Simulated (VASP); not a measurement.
## O: single point with PBE

O:

```xyz
2
Lattice="0.0000 1.8899 3.8988 1.5018 0.0000 3.8988 1.5018 1.8899 0.0000" Properties=species:S:1:pos:R:3 pbc="T T T"
O     1.5018    1.8899    4.5141
O     1.5018    1.8899    3.2836
```

| Item | Value |
| --- | --- |
| Program | VASP 6.6.1 |
| Task | single point |
| Functional | PBE |
| Potentials or basis | VASP PAW PBE potentials, release 64 (O) |
| Cutoff | 520 eV |
| k mesh | 12 × 12 × 12 |
| Occupations | fermi-dirac, width 0.05 eV |
| Spin | no spin polarisation |

```yaml
Pressure: 0.8 GPa
Largest_force: 0.122 eV/Å
Band_gap_on_the_k_mesh: zero (bands 6 and 7 overlap by 1.95 eV)
```

Forces in eV/Å, atoms in the order of the input:
```
O    0.000  0.000 -0.122
O    0.000  0.000  0.122
```

Stress tensor (GPa, compression positive):
```
 2.21  0.00  0.00
 0.00 -0.60  0.00
 0.00  0.00  0.75
```

Levels at points of the mesh, in eV from the Fermi level:
```
           k point  band 2  band 3  band 4  band 5  band 6  band 7  band 8  band 9  band 10  band 11
(0.00, 0.00, 0.00)  -14.71   -8.51   -5.03   -4.56    1.15    1.56   10.12   10.16    12.71    18.56
(0.50, 0.00, 0.00)  -13.87   -8.88   -6.99   -4.68   -1.85    1.51    9.18   15.02    15.20    17.29
(0.50, 0.50, 0.00)  -15.26   -7.30   -5.08   -4.58    1.28    1.63    6.30   10.89    13.70    20.41
(0.50, 0.00, 0.50)  -12.99   -8.55   -7.06   -6.56   -1.31   -0.53   10.39   11.98    15.55    18.55
(0.00, 0.50, 0.50)  -13.16   -8.41   -7.15   -6.20   -1.74   -0.26    9.63   11.93    17.39    17.71
```

Wall time 64 s on 1 thread of Intel Xeon 8259CL, with other jobs on the host, peak memory 0.19 GiB.

Caveat: the standard files for N, O and F lose accuracy on very short bonds; spin is off for a triplet molecule; this functional lacks dispersion, which holds the molecules together, so the pressure and a relaxed volume are unreliable.
